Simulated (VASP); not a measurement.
Runs of VASP 6.6.1 on Ir. The structure is that of space group I4/mmm (No. 139), or close to it. The cells are those of the table. 

```tsv
cell	gap on the mesh (eV)	pressure (GPa)
a = 2.751, b = 2.751, c = 2.851 Å, angles 58.8, 58.8, 62.4°, 1 atom	none	-23.4
a = 2.716, b = 2.716, c = 2.783 Å, angles 59.2, 59.2, 61.6°, 1 atom	none	(b)
a = 2.718, b = 2.718, c = 2.851 Å, angles 58.4, 58.4, 63.2°, 1 atom	none	(a)
a = 2.784, b = 2.784, c = 2.851 Å, angles 59.2, 59.2, 61.6°, 1 atom	none	-30.0
a = 2.683, b = 2.683, c = 2.783 Å, angles 58.8, 58.8, 62.5°, 1 atom	none	0.2
```

Alike in all rows: task single point; level PBEsol; potentials or basis VASP PAW PBE potentials, release 64 (Ir); no spin polarisation; k mesh 22 × 22 × 22; cutoff (eV) 520; smearing gaussian 0.15 eV.

Fill in the values left out.

(a) -15.3; (b) -9.7.

Caveats: the PAW data sets were made with another functional, which shifts forces and pressure a little; spin-orbit coupling is left out, which moves the levels of the heavy elements.

A k mesh can miss the band edges, and the runs leave out spin-orbit coupling on Ir.

A gap of «none» marks levels without a gap at the run's occupations.
